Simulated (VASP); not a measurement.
# Pd (R-3m) in VASP: a series of runs, part 3 of 3

VASP 6.6.1. Earlier steps stand in the parts before.

## 5. Single point, PBEsol

This run uses another cell than the first one, of the same volume but with other edges.

INCAR

```
PREC     = Accurate       # precision mode
ENCUT    = 520            # plane-wave cutoff, eV
EDIFF    = 1E-6           # SCF threshold, eV
ISMEAR   = 0              # smearing method
SIGMA    = 0.15           # smearing width, eV
LREAL    = F              # projectors in reciprocal space
LASPH    = T              # aspherical terms in the spheres
NELM     = 60             # most SCF steps
ALGO     = Fast           # electronic algorithm
ISIF     = 2              # what is computed and relaxed
LWAVE    = F              # write WAVECAR
LCHARG   = F              # write CHGCAR
GGA      = PS             # functional
NBANDS   = 11             # bands
```

KPOINTS

```
Automatic mesh
0
Gamma
  24 24 24
```

POSCAR

```
Pd
1.0
    0.7604799181      2.3900797425      2.3900797425
    2.3900797425      0.7604799181      2.3900797425
    2.3900797425      2.3900797425      0.7604799181
Pd
1
Direct
    0.0000000000      0.0000000000      0.0000000000
```

Potentials or basis: VASP PAW PBE potentials, release 64 (Pd).

Launch:

```sh
$ cat potpaw_PBE.64/Pd/POTCAR > POTCAR
$ mpirun -np 1 vasp_std > vasp.out
```

OUTCAR:

```text
PREC = Accurate
   ENCUT = 520
   EDIFF = 1E-6
   ISMEAR = 0
   LREAL = F
   LASPH = T
   NELM = 60
   ISIF = 2
   GGA = PS

 ion  position               nearest neighbor table
   1  0.000  0.000  0.000-

  LATTYP: Found a trigonal (rhomboedric) cell.
 ALAT       =     3.4645767500
 COS(alpha) =     0.7787610620

  Lattice vectors:

 A1 = (   0.7604799181,   2.3900797425,   2.3900797425)
 A2 = (   2.3900797425,   0.7604799181,   2.3900797425)
 A3 = (   2.3900797425,   2.3900797425,   0.7604799181)

Analysis of symmetry for initial positions (statically):
=====================================================================
 Subroutine PRICEL returns:
 Original cell was already a primitive cell.

 Routine SETGRP: Setting up the symmetry group for a
 trigonal (rhombohedral) supercell.

 Subroutine GETGRP returns: Found 12 space group operations
 (whereof 12 operations were pure point group operations)
 out of a pool of 12 trial point group operations.

The static configuration has the point symmetry D_3d.

Analysis of symmetry for dynamics (positions and initial velocities):
=====================================================================
 Subroutine PRICEL returns:
 Original cell was already a primitive cell.

 Routine SETGRP: Setting up the symmetry group for a
 trigonal (rhombohedral) supercell.

 Subroutine GETGRP returns: Found 12 space group operations
 (whereof 12 operations were pure point group operations)
 out of a pool of 12 trial point group operations.

The dynamic configuration has the point symmetry D_3d.

 Subroutine INISYM returns: Found 12 space group operations
 (whereof 12 operations are pure point group operations),
 and found     1 'primitive' translations

----------------------------------------------------------------------------------------

                                     Primitive cell

  volume of cell :      14.7137

  direct lattice vectors                    reciprocal lattice vectors
     0.760479918  2.390079743  2.390079743    -0.348936863  0.264710724  0.264710724
     2.390079743  0.760479918  2.390079743     0.264710724 -0.348936863  0.264710724
     2.390079743  2.390079743  0.760479918     0.264710724  0.264710724 -0.348936863

  length of vectors
     3.464576750  3.464576750  3.464576750     0.511762122  0.511762122  0.511762122

  position of ions in fractional coordinates (direct lattice)
     0.000000000  0.000000000  0.000000000

  ion indices of the primitive-cell ions
   primitive index   ion index
                 1           1

----------------------------------------------------------------------------------------

 KPOINTS: Automatic mesh

Automatic generation of k-mesh.
 Grid dimensions read from file:
 generate k-points for:   24   24   24

 Generating k-lattice:

  Cartesian coordinates                     Fractional coordinates (reciprocal lattice)
    -0.014539036  0.011029613  0.011029613     0.041666667 -0.000000000 -0.000000000
     0.011029613 -0.014539036  0.011029613    -0.000000000  0.041666667 -0.000000000
     0.011029613  0.011029613 -0.014539036     0.000000000  0.000000000  0.041666667

  Length of vectors
     0.021323422  0.021323422  0.021323422

  Shift w.r.t. Gamma in fractional coordinates (k-lattice)
     0.000000000  0.000000000  0.000000000

 Subroutine IBZKPT returns following result:
 ===========================================

 Found   1313 irreducible k-points:

 Following reciprocal coordinates:
            Coordinates               Weight
  0.000000  0.000000  0.000000      1.000000
  0.041667 -0.000000 -0.000000      6.000000
  0.083333 -0.000000 -0.000000      6.000000
  0.125000 -0.000000 -0.000000      6.000000
  0.166667 -0.000000 -0.000000      6.000000
  0.208333 -0.000000 -0.000000      6.000000
[... 16 lines left out ...]
  0.416667  0.041667 -0.000000     12.000000
  0.458333  0.041667  0.000000     12.000000
 [... further k-points ...]
   k-points           NKPTS =   1313   k-points in BZ     NKDIM =   1313   number of bands    NBANDS=     11
   number of dos      NEDOS =    301   number of ions     NIONS =      1
   total plane-waves  NPLWV =  21952
   dimension x,y,z NGX =    28 NGY =   28 NGZ =   28
   dimension x,y,z NGXF=    56 NGYF=   56 NGZF=   56
   ions per type =               1
   NGX,Y,Z   is equivalent  to a cutoff of  13.44, 13.44, 13.44 a.u.
   NGXF,Y,Z  is equivalent  to a cutoff of  26.87, 26.87, 26.87 a.u.
 SYSTEM =  unknown system
   PREC   = accura    normal or accurate (medium, high low for compatibility)
   ISTART =      0    job   : 0-new  1-cont  2-samecut
   ICHARG =      2    charge: 1-file 2-atom 10-const
   ISPIN  =      1    spin polarized calculation?
   LNONCOLLINEAR =      F non collinear calculations
   LSORBIT =      F    spin-orbit coupling
   LASPH  =      T    aspherical Exc in radial PAW
   ENCUT  =  520.0 eV  38.22 Ry    6.18 a.u.   6.44  6.44  6.44*2*pi/ulx,y,z
   NELM   =     60;   NELMIN=  2; NELMDL= -5     # of ELM steps
   EDIFF  = 0.1E-05   stopping-criterion for ELM
   LREAL  =      F    real-space projection
   EDIFFG = 0.1E-04   stopping-criterion for IOM
   NSW    =      0    number of steps for IOM
   IBRION =     -1    ionic relax: 0-MD 1-quasi-New 2-CG
   NFREE  =      0    steps in history (QN), initial steepest desc. (CG)
   ISIF   =      2    stress and relaxation
   ISYM   =      2    0-nonsym 1-usesym 2-fastsym
   POTIM  = 0.5000    time-step for ionic-motion
   TEBEG  =    0.0;   TEEND  =   0.0 temperature during run
   PSTRESS=    0.0 pullay stress
   NELECT =      10.0000    total number of electrons
   NUPDOWN=      -1.0000    fix difference up-down
   EMIN   =  10.00;   EMAX   =-10.00  energy-range for DOS
   EFERMI =   0.00;   METHOD = LEGACY
   ISMEAR =     0;   SIGMA  =   0.15  broadening in eV -4-tet -1-fermi 0-gaus
   EFERMI_NEDOS =   21; number of points for ismear=-14 and -15
   IALGO  =     68    algorithm
   IMIX   =      4    mixing-type and parameters
     AMIX     =   0.40;   BMIX     =  1.00
     AMIX_MAG =   1.60;   BMIX_MAG =  1.00
  volume/ion in A,a.u.               =      14.71        99.29
  Fermi-wavevector in a.u.,A,eV,Ry     =   1.439354  2.719984 28.187725  2.071739
  Thomas-Fermi vector in A             =   2.558219
   LORBIT       =      0    0 simple, 1 ext, 2 COOP (PROOUT), +10 PAW based schemes
   GGA     = PS    functional components
   LHFCALC =     F    Hartree Fock is set to
   AEXX    =    0.0000 exact exchange contribution
   IVDW    =     0    specifies the selected vdW correction
   LEPSILON=     F    determine dielectric tensor
   LRPA    =     F    only Hartree local field effects (RPA)
 non-spin polarized calculation
 RMM-DIIS sequential band-by-band and
 Gauss-broadening in eV      SIGMA  =   0.15
  energy-cutoff  :      520.00
  volume of cell :       14.71
 maximum number of plane-waves:       414
 NGX is ok and might be reduce to    28

 number of electron      10.0000000 magnetization

 Free energy of the ion-electron system (eV)
  ---------------------------------------------------
  ext. energy  EPLUGINS =         0.00000000
  ---------------------------------------------------
  free energy    TOTEN  =        -3.95458958 eV

  energy without entropy =       -3.93990807  energy(sigma->0) =       -3.94724882

 E-fermi :   9.9199     XC(G=0): -13.0604

 val. band max:        9.9188654840   @ k =   0.4583   0.4167   0.0833
 cond. band min:       9.9219143983   @ k =  -0.1667  -0.2083   0.1250
 fundamental gap:      0.0030489143
 Fermi energy:         9.9198813232

 k-point     1 :       0.0000    0.0000    0.0000
  band No.  band energies     occupation
      1       1.9123      2.00000
      2       4.5329      2.00000
      3       5.7578      2.00000
      4       5.7578      2.00000
      5      10.0641      0.17383
      6      10.0641      0.17383
      7      17.7957      0.00000
      8      26.9104      0.00000
      9      29.8049      0.00000
     10      35.4954      0.00000
     11      39.9187      0.00000
[... 309 lines left out ...]
 k-point    24 :       0.4583    0.0417    0.0000
  band No.  band energies     occupation
      1       1.8964      2.00000
      2       4.6176      2.00000
      3       8.3824      2.00000
      4       8.7966      2.00000
      5      10.8812      0.00000
      6      13.0048      0.00000
      7      21.6350      0.00000
      8      22.7595      0.00000
      9      29.4217      0.00000
     10      32.3764      0.00000
     11      34.2316      0.00000

 [... further k-points ...]

------------------------ aborting loop because EDIFF is reached ----------------------------------------

  FORCE on cell =-STRESS in cart. coord.  units (eV):
  Direction    XX          YY          ZZ          XY          YZ          ZX
  --------------------------------------------------------------------------------------
  -------------------------------------------------------------------------------------
  Total        7.3620639      7.3620639      7.3620639     -4.5091494     -4.5091494     -4.5091494
  in kB      801.6565416    801.6565416    801.6565416   -491.0021325   -491.0021325   -491.0021325
  external PRESSURE =     801.6565416 kB  Pullay stress =       0.0000000 kB

 VOLUME and BASIS-vectors are now :
 -----------------------------------------------------------------------------
  energy-cutoff  :      520.00
  volume of cell :       14.71
      direct lattice vectors                 reciprocal lattice vectors
     0.760479918  2.390079743  2.390079743    -0.348936863  0.264710724  0.264710724
     2.390079743  0.760479918  2.390079743     0.264710724 -0.348936863  0.264710724
     2.390079743  2.390079743  0.760479918     0.264710724  0.264710724 -0.348936863

 POSITION                                       TOTAL-FORCE (eV/Angst)
 -----------------------------------------------------------------------------------
      0.00000      0.00000      0.00000         0.000000      0.000000     -0.000000
 -----------------------------------------------------------------------------------
    total drift:                               -0.000000     -0.000000     -0.000000

  FREE ENERGIE OF THE ION-ELECTRON SYSTEM (eV)
  ---------------------------------------------------
  free  energy   TOTEN  =        -3.9545895760 eV

  energy  without entropy=       -3.9399080655  energy(sigma->0) =       -3.94724882
```

It took 2.7 min on 1 thread of Intel Xeon 6975P-C (Granite Rapids), shared host; peak memory 0.34 GiB.

What came out:

| Property | Result |
| --- | --- |
| Free energy | -3.9546 eV |
| Pressure | 80.2 GPa |
| Band gap on the k mesh | zero (band 5 reaches 11.75 eV, above the bottom of band 6 at 9.21 eV) |

Stress tensor (GPa, compression positive):
```
 80.17 -49.10 -49.10
-49.10  80.17 -49.10
-49.10 -49.10  80.17
```

Caveat: the PAW data sets were made with another functional, which shifts forces and pressure a little.

## 6. The runs side by side

```tsv
cell	gap on the mesh (eV)	pressure (GPa)
a = 2.469 Å, angles 82.7°, 1 atom	none	25.1
a = 2.621 Å, angles 67.3°, 1 atom	none	2.4
a = 2.944 Å, angles 52.2°, 1 atom	none	5.4
a = 3.465 Å, angles 38.9°, 1 atom	none	80.2
```

Alike in all rows: task single point; level PBEsol; potentials or basis VASP PAW PBE potentials, release 64 (Pd); no spin polarisation; k mesh 24 × 24 × 24; cutoff (eV) 520; smearing gaussian 0.15 eV.

Caveats: the PAW data sets were made with another functional, which shifts forces and pressure a little.

Absolute energies hang on the potentials; compare differences alone.
